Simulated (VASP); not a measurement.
CuO: single point with r2SCAN+D4

Crystal: CuO.

```xyz
4
Lattice="2.3574 -1.7226 0.0000 2.3574 1.7226 0.0000 -0.8557 0.0000 5.0914" Properties=species:S:1:pos:R:3 pbc="T T T"
Cu    0.7509   -0.8613    2.5457
Cu    1.1787    0.8613    0.0000
O     1.7156    0.2811    3.8185
O     2.1434   -0.2811    1.2728
```

```yaml
Program: VASP 6.6.1
Task: single point
Functional: r2SCAN
Dispersion: D4
Potentials_or_basis: VASP PAW PBE potentials, release 64 (Cu, O)
Cutoff: 520 eV
k_mesh: 10 × 10 × 5
Occupations: fermi-dirac, width 0.05 eV
Spin: no spin polarisation
Dipole_correction: no
Further_INCAR_settings: ALGO = Normal; EDIFF = 1e-06; NBANDS = 25
```

```yaml
Pressure: -5.3 GPa
Largest_force: 0.303 eV/Å
Band_gap_on_the_k_mesh: zero (bands 17 and 18 overlap by 0.59 eV)
Dispersion_energy_per_atom: -0.118 eV
```

Forces in eV/Å, atoms in the order of the input:
```
Cu   0.000  0.000  0.000
Cu   0.000  0.000  0.000
O    0.000 -0.303  0.000
O    0.000  0.303  0.000
```

Stress tensor (GPa, compression positive):
```
-5.77  0.00 -0.20
 0.00 -3.12  0.00
-0.20  0.00 -7.13
```

Levels at points of the mesh, in eV from the Fermi level:
```
           k point  band 15  band 16  band 17  band 18  band 19  band 20
(0.00, 0.00, 0.00)    -2.29    -1.84     0.19     0.95     1.98     6.53
(0.50, 0.00, 0.00)    -1.63    -1.54     0.02     0.27     5.31     6.77
(0.50, 0.50, 0.00)    -1.68    -1.36    -0.75     1.08     3.80     7.54
```

Wall time 5.1 min on 1 thread of Intel(R) Xeon(R) Platinum 8488C (Sapphire Rapids), on a shared host, peak memory 0.25 GiB.

Caveat: the cell stands under tension; the PAW data sets were made with another functional, which shifts forces and pressure a little; semilocal functionals often make such compounds metallic where correlation or magnetic order opens a gap, which also shifts bond lengths. With open d or f shells a metallic result of r2SCAN can be an artefact of self-interaction; +U or a hybrid may open a gap.
